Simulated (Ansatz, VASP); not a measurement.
## SnSe2 in VASP and in Ansatz

The input INCAR:

```
SYSTEM = SnSe2
ALGO = Normal
EDIFF = 1E-6
ENCUT = 520
GGA = PE
ISIF = 2
ISMEAR = 0
IVDW = 12
LASPH = .TRUE.
LCHARG = .FALSE.
LREAL = .FALSE.
LWAVE = .FALSE.
NBANDS = 20
NELM = 100
PREC = Accurate
SIGMA = 0.03
```

Contents of KPOINTS:

```
k-points
0
G
  12 12 6
  0 0 0
```

Contents of POSCAR:

```
SnSe2
1.0
    4.0310010254      0.0000000000      0.0000000000
   -2.0155005127      3.4909492907      0.0000000000
    0.0000000000      0.0000000000      5.7110495550
Sn Se
1 2
Direct
    0.0000000000      0.0000000000      0.0000000000
    0.3333333333      0.6666666667      0.2651529960
    0.6666666667      0.3333333333      0.7348470040
```

Input for Ansatz:

```yaml
crystal:
  lattice:
    - [4.0310010254, 0.0, 0.0]
    - [-2.0155005127, 3.4909492907, 0.0]
    - [0.0, 0.0, 5.711049555]
  atoms:
    - { symbol: Sn, position: [0.0, 0.0, 0.0] }
    - { symbol: Se, position: [0.3333333333, 0.6666666667, 0.265152996] }
    - { symbol: Se, position: [0.6666666667, 0.3333333333, 0.734847004] }
basis:
  ecutwfc: 420
kpoints:
  mp_grid: { grid: [12, 12, 6] }
hamiltonian:
  xc: pbe
  dispersion: d3bj
scf:
  occupations: { method: gaussian, width: 0.03 }
output:
  forces: true
  stress: true
  eigenvalues: true
```

Change from the starting cell: strain +0.050 along x and y, -0.050 along z, atoms carried along.

Alike in both runs: task single point; functional PBE; dispersion D3(BJ); k mesh 12 × 12 × 6; occupations gaussian, width 0.03 eV; no spin polarisation.

|  | VASP | Ansatz |
| --- | --- | --- |
| version | VASP 6.6.1 | Ansatz 0.2.0 |
| potentials or method | VASP PAW PBE potentials, release 64 (Sn_d, Se), cutoff 520 eV | scalar-relativistic, plane waves, PAW |
| valence electrons in the cell | 26 | 46 |

Ansatz gave:

```
gap on the k mesh at the Fermi level (eV)                     : none
pressure (GPa)                                                : -2.7
traceless stress, the component that is largest in VASP (GPa) : 2.93
rms of the force components (eV/Å)                            : 0.073
```

Task: Estimate VASP's values.

Result: gap on the k mesh at the Fermi level (eV): none; pressure (GPa): -2.7; traceless stress, the component that is largest in VASP (GPa): 2.91; rms of the force components (eV/Å): 0.078.

Atom by atom the forces differ by 0.005 eV/Å (rms over components). A gap of «none» marks a metal or a gap that the smearing closes. VASP's potentials hold 26 valence electrons a cell and Ansatz's 46, so a difference there can come from the potentials and not from the codes.
